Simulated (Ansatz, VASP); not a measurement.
One calculation of Si, two programs

The input INCAR:

```
PREC     = Accurate       # precision mode
ENCUT    = 520            # plane-wave cutoff, eV
EDIFF    = 1E-6           # SCF threshold, eV
ISMEAR   = 0              # smearing method
SIGMA    = 0.03           # smearing width, eV
LREAL    = False          # projectors in reciprocal space
LASPH    = True           # aspherical terms in the spheres
NELM     = 100            # most SCF steps
ALGO     = Normal         # electronic algorithm
ISIF     = 2              # what is computed and relaxed
LWAVE    = False          # write WAVECAR
LCHARG   = False          # write CHGCAR
NBANDS   = 16             # bands
```

KPOINTS

```
regular mesh
0
Gamma
  10 10 10
```

POSCAR

```
Si
1.0
   -3.3425377558      3.2600059594      1.9083649477
    3.3425377558     -3.2600059594      1.9083649477
    3.3425377558      3.2600059594     -1.9083649477
Si
4
Direct
    0.1788433299      0.1788433299      0.3576866598
    0.8211566701      0.8211566701      0.6423133402
    0.1788433299      0.8211566701      0.0000000000
    0.8211566701      0.1788433299      0.0000000000
```

Input for Ansatz:

```yaml
crystal:
  lattice:
    - [-3.3425377558, 3.2600059594, 1.9083649477]
    - [3.3425377558, -3.2600059594, 1.9083649477]
    - [3.3425377558, 3.2600059594, -1.9083649477]
  atoms:
    - { symbol: Si, position: [0.1788433299, 0.1788433299, 0.3576866598] }
    - { symbol: Si, position: [0.8211566701, 0.8211566701, 0.6423133402] }
    - { symbol: Si, position: [0.1788433299, 0.8211566701, 0.0] }
    - { symbol: Si, position: [0.8211566701, 0.1788433299, 0.0] }
basis:
  ecutwfc: 420
kpoints:
  mp_grid: { grid: [10, 10, 10] }
hamiltonian:
  xc: lda
scf:
  occupations: { method: gaussian, width: 0.03 }
output:
  forces: true
  stress: true
  eigenvalues: true
```

Change from the starting cell: strain +0.0125 x Voigt [1, -1, 0, 0, 0, 0], atoms carried along.

Alike in both runs: task single point; functional LDA; k mesh 10 × 10 × 10; occupations gaussian, width 0.03 eV; no spin polarisation.

```csv
,VASP,Ansatz
version,VASP 6.6.1,Ansatz 0.2.0
potentials or method,"VASP PAW LDA potentials, release 64 (Si), cutoff 520 eV","scalar-relativistic, plane waves, PAW"
valence electrons in the cell,16,16
```

```csv
,VASP,Ansatz,Ansatz less VASP
gap on the k mesh at the Fermi level (eV),0.13,0.13,+0.004
least direct gap on the mesh (eV),0.19,0.19,+0.001
pressure (GPa),0.1,0.1,-0.03
"traceless stress, the component that is largest in VASP (GPa)",2.49,2.48,-0.019
rms of the force components (eV/Å),0.165,0.164,-0.0004
```

LDA's correlation is that of Perdew and Zunger in VASP and of Perdew and Wang (1992) in Ansatz. Atom by atom the forces differ by 0.002 eV/Å (rms over components).
